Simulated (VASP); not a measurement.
# Sn12SO23 (a cell with a defect) in VASP: electric field gradients with PBE

Aim: the electric field gradients of Sn12SO23 (a cell with a defect) with PBE.

Program: VASP 6.6.1. These are calculated values, not measurements. Logs are shortened: lines on timing, memory, paths and dates and some standing lists are left out, and cuts for length are marked.

### 1 The cell of the first run

The cell holds a defect, 36 atoms: a = 6.827 Å, b = 6.827 Å, c = 9.723 Å, α = 90.00°, β = 90.00°, γ = 89.07°.

### 2 Electric field gradients, PBE

INCAR reads:

```
SYSTEM = Sn12SO23
PREC     = Accurate       ! precision mode
ENCUT    = 520            ! plane-wave cutoff, eV
EDIFF    = 1E-8           ! SCF threshold, eV
ISMEAR   = -1             ! smearing method
SIGMA    = 0.01           ! smearing width, eV
LREAL    = Auto         
LASPH    = .True.         ! aspherical terms in the spheres
NELM     = 100            ! most SCF steps
ALGO     = Normal         ! electronic algorithm
ISIF     = 2              ! what is computed and relaxed
LWAVE    = .False.        ! write WAVECAR
LCHARG   = .False.        ! write CHGCAR
GGA      = PE             ! functional
LEFG     = .True.       
NBANDS   = 180            ! bands
LUSENCCL = .False.
```

KPOINTS reads:

```
regular mesh
0
Gamma
  3 3 2
  0 0 0
```

POSCAR reads:

```
Sn12SO23
1.0
    4.7880040000      4.8665820000      0.0000000000
   -4.7880040000      4.8665820000      0.0000000000
    0.0000000000      0.0000000000      9.7226940000
Sn S O
12 1 23
Direct
    0.5000000000      0.0000000000      0.1666666667
    0.5000000000      0.0000000000      0.5000000000
    0.5000000000      0.0000000000      0.8333333333
    0.0000000000      0.5000000000      0.1666666667
    0.0000000000      0.5000000000      0.5000000000
    0.0000000000      0.5000000000      0.8333333333
    0.0000000000      0.0000000000      0.0000000000
    0.0000000000      0.0000000000      0.3333333333
    0.0000000000      0.0000000000      0.6666666667
    0.5000000000      0.5000000000      0.0000000000
    0.5000000000      0.5000000000      0.3333333333
    0.5000000000      0.5000000000      0.6666666667
    0.3064485000      0.0145935000      0.0000000000
    0.3064485000      0.0145935000      0.3333333333
    0.3064485000      0.0145935000      0.6666666667
    0.8064485000      0.5145935000      0.0000000000
    0.8064485000      0.5145935000      0.3333333333
    0.8064485000      0.5145935000      0.6666666667
    0.4854065000      0.6935515000      0.1666666667
    0.4854065000      0.6935515000      0.5000000000
    0.4854065000      0.6935515000      0.8333333333
    0.9854065000      0.1935515000      0.1666666667
    0.9854065000      0.1935515000      0.5000000000
    0.9854065000      0.1935515000      0.8333333333
    0.5145935000      0.3064485000      0.1666666667
    0.5145935000      0.3064485000      0.5000000000
    0.5145935000      0.3064485000      0.8333333333
    0.0145935000      0.8064485000      0.1666666667
    0.0145935000      0.8064485000      0.5000000000
    0.0145935000      0.8064485000      0.8333333333
    0.6935515000      0.9854065000      0.0000000000
    0.6935515000      0.9854065000      0.3333333333
    0.6935515000      0.9854065000      0.6666666667
    0.1935515000      0.4854065000      0.0000000000
    0.1935515000      0.4854065000      0.3333333333
    0.1935515000      0.4854065000      0.6666666667
```

Potentials or basis: VASP PAW PBE potentials, release 64 (Sn_d, S, O).

Run with:

```console
$ cat potpaw_PBE.64/Sn_d/POTCAR potpaw_PBE.64/S/POTCAR potpaw_PBE.64/O/POTCAR > POTCAR
$ mpirun -np 1 vasp_std > vasp.out
```

OUTCAR:

```text
SYSTEM = Sn12SO23
   PREC = Accurate
   ENCUT = 520
   EDIFF = 1E-8
   ISMEAR = -1
   LREAL = Auto
   LASPH = .True.
   NELM = 100
   ISIF = 2
   GGA = PE

 ion  position               nearest neighbor table
   1  0.500  0.000  0.167-  14 2.09  32 2.09  31 2.09  13 2.09  19 2.10  25 2.10   2 3.24   3 3.24

   2  0.500  0.000  0.500-  14 2.09  15 2.09  32 2.09  33 2.09  20 2.10  26 2.10   1 3.24   3 3.24

   3  0.500  0.000  0.833-  15 2.09  33 2.09  31 2.09  13 2.09  21 2.10  27 2.10   2 3.24   1 3.24
[... 41 lines left out ...]
  35  0.194  0.485  0.333-   4 2.09   5 2.09  11 2.10
  36  0.194  0.485  0.667-   6 2.09   5 2.09  12 2.10

  LATTYP: Found a base centered orthorhombic cell.
 ALAT       =     9.5760080000
 B/A-ratio  =     1.0164114316
 C/A-ratio  =     1.0153180741

  Lattice vectors:

 A1 = (   4.7880040000,  -4.8665820000,   0.0000000000)
 A2 = (   4.7880040000,   4.8665820000,   0.0000000000)
 A3 = (   0.0000000000,   0.0000000000,   9.7226940000)

Analysis of symmetry for initial positions (statically):
=====================================================================
 Subroutine PRICEL returns:
 Original cell was already a primitive cell.

 Routine SETGRP: Setting up the symmetry group for a
 base centered orthorhombic supercell.

 Subroutine GETGRP returns: Found  2 space group operations
 (whereof  2 operations were pure point group operations)
 out of a pool of  8 trial point group operations.

The static configuration has the point symmetry C_1h.

Analysis of symmetry for dynamics (positions and initial velocities):
=====================================================================
 Subroutine PRICEL returns:
 Original cell was already a primitive cell.

 Routine SETGRP: Setting up the symmetry group for a
 base centered orthorhombic supercell.

 Subroutine GETGRP returns: Found  2 space group operations
 (whereof  2 operations were pure point group operations)
 out of a pool of  8 trial point group operations.

The dynamic configuration has the point symmetry C_1h.

 Subroutine INISYM returns: Found  2 space group operations
 (whereof  2 operations are pure point group operations),
 and found     1 'primitive' translations

----------------------------------------------------------------------------------------

                                     Primitive cell

  volume of cell :     453.1011

  direct lattice vectors                    reciprocal lattice vectors
     4.788004000  4.866582000  0.000000000     0.104427649  0.102741513 -0.000000000
    -4.788004000  4.866582000  0.000000000    -0.104427649  0.102741513  0.000000000
     0.000000000  0.000000000  9.722694000     0.000000000 -0.000000000  0.102852152

  length of vectors
     6.827049338  6.827049338  9.722694000     0.146495571  0.146495571  0.102852152

  position of ions in fractional coordinates (direct lattice)
     0.500000000  0.000000000  0.166666667
     0.500000000  0.000000000  0.500000000
     0.500000000  0.000000000  0.833333333
     0.000000000  0.500000000  0.166666667
     0.000000000  0.500000000  0.500000000
     0.000000000  0.500000000  0.833333333
[... 28 lines left out ...]
     0.193551500  0.485406500  0.333333333
     0.193551500  0.485406500  0.666666667

  ion indices of the primitive-cell ions
   primitive index   ion index
                 1           1
                 2           2
                 3           3
                 4           4
                 5           5
                 6           6
[... 28 lines left out ...]
                35          35
                36          36

----------------------------------------------------------------------------------------

 KPOINTS: regular mesh

Automatic generation of k-mesh.
[... 52 lines left out ...]
   LREAL  =      T    real-space projection
   EDIFFG = 0.1E-06   stopping-criterion for IOM
   NSW    =      0    number of steps for IOM
   IBRION =     -1    ionic relax: 0-MD 1-quasi-New 2-CG
   NFREE  =      0    steps in history (QN), initial steepest desc. (CG)
   ISIF   =      2    stress and relaxation
   ISYM   =      2    0-nonsym 1-usesym 2-fastsym
   POTIM  = 0.5000    time-step for ionic-motion
   TEBEG  =    0.0;   TEEND  =   0.0 temperature during run
   PSTRESS=    0.0 pullay stress
   NELECT =     312.0000    total number of electrons
   NUPDOWN=      -1.0000    fix difference up-down
   EMIN   =  10.00;   EMAX   =-10.00  energy-range for DOS
   EFERMI =   0.00;   METHOD = LEGACY
   ISMEAR =    -1;   SIGMA  =   0.01  broadening in eV -4-tet -1-fermi 0-gaus
   EFERMI_NEDOS =   21; number of points for ismear=-14 and -15
   IALGO  =     38    algorithm
   IMIX   =      4    mixing-type and parameters
     AMIX     =   0.40;   BMIX     =  1.00
     AMIX_MAG =   1.60;   BMIX_MAG =  1.00
  volume/ion in A,a.u.               =      12.59        84.94
  Fermi-wavevector in a.u.,A,eV,Ry     =   1.445644  2.731871 28.434627  2.089886
  Thomas-Fermi vector in A             =   2.563802
   LORBIT       =      0    0 simple, 1 ext, 2 COOP (PROOUT), +10 PAW based schemes
   GGA     = PE    functional components
   LHFCALC =     F    Hartree Fock is set to
   AEXX    =    0.0000 exact exchange contribution
   IVDW    =     0    specifies the selected vdW correction
   LEPSILON=     F    determine dielectric tensor
   LRPA    =     F    only Hartree local field effects (RPA)
 non-spin polarized calculation
  energy-cutoff  :      520.00
  volume of cell :      453.10
 maximum number of plane-waves:     12216
 NGX is ok and might be reduce to    54
   NGX = 25   NGY = 25   NGZ = 37

 number of electron     312.0000055 magnetization

 Free energy of the ion-electron system (eV)
  ---------------------------------------------------
  ext. energy  EPLUGINS =         0.00000000
  ---------------------------------------------------
  free energy    TOTEN  =      -216.31738494 eV

  energy without entropy =     -216.31738494  energy(sigma->0) =     -216.31738494

 E-fermi :   6.0613     XC(G=0): -11.0510

 val. band max:        5.8287588633   @ k =   0.0000   0.0000   0.0000
 cond. band min:       6.7628416682   @ k =   0.0000   0.0000   0.0000
 fundamental gap:      0.9340828049
 Fermi energy:         6.0613020392

 k-point     1 :       0.0000    0.0000    0.0000
  band No.  band energies     occupation
      1     -15.3507      2.00000
      2     -15.2049      2.00000
      3     -15.0816      2.00000
      4     -15.0680      2.00000
      5     -15.0133      2.00000
      6     -14.9695      2.00000
[... 1699 lines left out ...]
    167      11.5511      0.00000
    168      11.5578      0.00000
 [bands above 168 left out]

------------------------ aborting loop because EDIFF is reached ----------------------------------------

  FORCE on cell =-STRESS in cart. coord.  units (eV):
  Direction    XX          YY          ZZ          XY          YZ          ZX
  --------------------------------------------------------------------------------------
  -------------------------------------------------------------------------------------
  Total       19.6819511     19.3094134     24.0497943     14.0642772      0.0000000      0.0000000
  in kB       69.5958859     68.2785829     85.0406921     49.7316464      0.0000000      0.0000000
  external PRESSURE =      74.3050536 kB  Pullay stress =       0.0000000 kB

 VOLUME and BASIS-vectors are now :
 -----------------------------------------------------------------------------
  energy-cutoff  :      520.00
  volume of cell :      453.10
      direct lattice vectors                 reciprocal lattice vectors
     4.788004000  4.866582000  0.000000000     0.104427649  0.102741513 -0.000000000
    -4.788004000  4.866582000  0.000000000    -0.104427649  0.102741513  0.000000000
     0.000000000  0.000000000  9.722694000     0.000000000 -0.000000000  0.102852152

 POSITION                                       TOTAL-FORCE (eV/Angst)
 -----------------------------------------------------------------------------------
      2.39400      2.43329      1.62045         3.631735      3.129807      6.056146
      2.39400      2.43329      4.86135        -0.080800     -0.072289      0.000000
      2.39400      2.43329      8.10224         3.631735      3.129807     -6.056146
     -2.39400      2.43329      1.62045        -0.100142     -0.061247      0.139319
     -2.39400      2.43329      4.86135        -0.026358     -0.023705      0.000000
     -2.39400      2.43329      8.10224        -0.100142     -0.061247     -0.139319
[... 28 lines left out ...]
     -1.39740      3.30420      3.24090        -0.039215      0.050479     -0.018056
     -1.39740      3.30420      6.48180        -0.039215      0.050479      0.018056
 -----------------------------------------------------------------------------------
    total drift:                                0.003784      0.001192     -0.000000

  FREE ENERGIE OF THE ION-ELECTRON SYSTEM (eV)
  ---------------------------------------------------
  free  energy   TOTEN  =      -216.3173849418 eV

  energy  without entropy=     -216.3173849418  energy(sigma->0) =     -216.31738494

 Electric field gradients (V/A^2)
---------------------------------------------------------------------
 ion       V_xx      V_yy      V_zz      V_xy      V_xz      V_yz
---------------------------------------------------------------------
   1      44.075    60.867  -104.941   -42.241  -101.718   -91.324
   2      24.673    28.165   -52.838    18.481     0.000     0.000
   3      44.075    60.867  -104.941   -42.241   101.718    91.324
   4      25.019    28.629   -53.648    19.362     0.005    -0.370
   5      25.425    28.894   -54.319    18.706    -0.000     0.000
   6      25.019    28.629   -53.648    19.362    -0.005     0.370
[... 28 lines left out ...]
  35     -25.111   -24.954    50.065    87.654    -0.028     0.134
  36     -25.111   -24.954    50.065    87.654     0.028    -0.134
---------------------------------------------------------------------

 Electric field gradients after diagonalization (V/A^2)
 (convention: |V_zz| > |V_xx| > |V_yy|)
----------------------------------------------------------------------
 ion       V_xx      V_yy      V_zz     asymmetry (V_yy - V_xx)/ V_zz
----------------------------------------------------------------------
   1     102.035    93.870  -195.905       0.042
   2      44.982     7.855   -52.838       0.703
   3     102.035    93.870  -195.905       0.042
   4      46.271     7.379   -53.650       0.725
   5      45.945     8.373   -54.319       0.692
   6      46.271     7.379   -53.650       0.725
[... 28 lines left out ...]
  35      62.622    50.064  -112.686       0.111
  36      62.622    50.064  -112.686       0.111
----------------------------------------------------------------------

           NMR quadrupolar parameters

 Cq : quadrupolar parameter    Cq=e*Q*V_zz/h
 eta: asymmetry parameters     (V_yy - V_xx)/ V_zz
 Q  : nuclear electric quadrupole moment in mb (millibarn)
----------------------------------------------------------------------
 ion       Cq(MHz)       eta       Q (mb)
----------------------------------------------------------------------
   1      -0.474       0.042       1.000
   2      -0.128       0.703       1.000
   3      -0.474       0.042       1.000
   4      -0.130       0.725       1.000
   5      -0.131       0.692       1.000
   6      -0.130       0.725       1.000
[... 28 lines left out ...]
  35      -0.272       0.111       1.000
  36      -0.272       0.111       1.000
----------------------------------------------------------------------
```

It took 5.7 min on 1 × NVIDIA H100 80GB with 1 thread of Intel Xeon Platinum 8481C at 2.70GHz (Sapphire Rapids), shared host; peak memory 1.7 GiB.

What came out:

| Property | Result |
| --- | --- |
| Free energy | -216.3174 eV |
| Pressure | 7.4 GPa |
| Largest force | 7.933 eV/Å |
| Band gap on the k mesh | 0.93 eV |
| Largest electric field gradient by atom | Sn -195.9, -52.8, -53.6, -54.3, -171.3, -54.5, -54.6, -55.4 (each value once); S -121.6; O -110.0, -112.7, -112.8, -108.7, -112.9, -109.3, -113.0, -110.2, -108.4, -107.4, -114.2, -110.1 (each value once) V/Å² |

Forces in eV/Å, atoms in the order of the input:
```
Sn   3.632  3.130  6.056
Sn  -0.081 -0.072  0.000
Sn   3.632  3.130 -6.056
Sn  -0.100 -0.061  0.139
Sn  -0.026 -0.024  0.000
Sn  -0.100 -0.061 -0.139
Sn  -5.262 -5.936  0.000
Sn  -0.001 -0.009  0.112
Sn  -0.001 -0.009 -0.112
Sn   0.095  0.167  0.000
Sn   0.033  0.036 -0.040
Sn   0.033  0.036  0.040
S   -2.502 -0.936  0.000
O    0.024 -0.069  0.195
O    0.024 -0.069 -0.195
O    0.075 -0.018  0.000
O    0.058 -0.031  0.019
O    0.058 -0.031 -0.019
O    0.331 -0.108  0.175
O    0.034  0.060  0.000
O    0.331 -0.108 -0.175
O   -0.148  0.099  0.236
O    0.050  0.029  0.000
O   -0.148  0.099 -0.236
O   -0.165  0.247  0.168
O   -0.036 -0.058  0.000
O   -0.165  0.247 -0.168
O    0.017 -0.265  0.255
O   -0.062 -0.045  0.000
O    0.017 -0.265 -0.255
O    0.657  0.730  0.000
O   -0.094  0.002 -0.089
O   -0.094  0.002  0.089
O   -0.037  0.060  0.000
O   -0.039  0.050 -0.018
O   -0.039  0.050  0.018
```

Levels at points of the mesh, in eV from the valence-band top:
| k point | band 153 | band 154 | band 155 | band 156 | band 157 | band 158 | band 159 | band 160 |
| --- | --- | --- | --- | --- | --- | --- | --- | --- |
| (0.00, 0.00, 0.00) | -0.72 | -0.64 | -0.60 | 0.00 | 0.93 | 4.13 | 4.23 | 4.25 |
| (0.00, 0.00, 0.50) | -0.65 | -0.60 | -0.23 | -0.12 | 2.31 | 2.45 | 4.13 | 4.22 |

Electric field gradients, principal values (V/Å²):
| atom | least | middle | greatest (by size) |
| --- | --- | --- | --- |
| 1 Sn | 93.870 | 102.035 | -195.905 |
| 2 Sn | 7.855 | 44.982 | -52.838 |
| 3 Sn | 93.870 | 102.035 | -195.905 |
| 4 Sn | 7.379 | 46.271 | -53.650 |
| 5 Sn | 8.373 | 45.945 | -54.319 |
| 6 Sn | 7.379 | 46.271 | -53.650 |
| 7 Sn | 38.201 | 133.065 | -171.265 |
| 8 Sn | 8.308 | 46.208 | -54.516 |
| 9 Sn | 8.308 | 46.208 | -54.516 |
| 10 Sn | 10.513 | 44.096 | -54.609 |
| 11 Sn | 9.336 | 46.020 | -55.357 |
| 12 Sn | 9.336 | 46.020 | -55.357 |
| 13 S | 58.294 | 63.340 | -121.634 |
| 14 O | 44.182 | 65.794 | -109.975 |
| 15 O | 44.182 | 65.794 | -109.975 |
| 16 O | 49.505 | 63.234 | -112.739 |
| 17 O | 49.701 | 63.103 | -112.804 |
| 18 O | 49.701 | 63.103 | -112.804 |
| 19 O | 49.687 | 59.029 | -108.716 |
| 20 O | 48.969 | 63.888 | -112.857 |
| 21 O | 49.687 | 59.029 | -108.716 |
| 22 O | 45.087 | 64.190 | -109.276 |
| 23 O | 49.682 | 63.274 | -112.956 |
| 24 O | 45.087 | 64.190 | -109.276 |
| 25 O | 50.316 | 59.900 | -110.216 |
| 26 O | 49.100 | 63.841 | -112.941 |
| 27 O | 50.316 | 59.900 | -110.216 |
| 28 O | 44.193 | 64.250 | -108.443 |
| 29 O | 49.499 | 63.256 | -112.755 |
| 30 O | 44.193 | 64.250 | -108.443 |
| 31 O | 51.900 | 55.523 | -107.423 |
| 32 O | 50.713 | 63.463 | -114.175 |
| 33 O | 50.713 | 63.463 | -114.175 |
| 34 O | 48.262 | 61.790 | -110.051 |
| 35 O | 50.064 | 62.622 | -112.686 |
| 36 O | 50.064 | 62.622 | -112.686 |

Caveat: without QUAD_EFG the Cq values of the log hold for a quadrupole moment of 1 mb, not for the nuclei; spin-orbit coupling is left out, which moves the levels of the heavy elements.
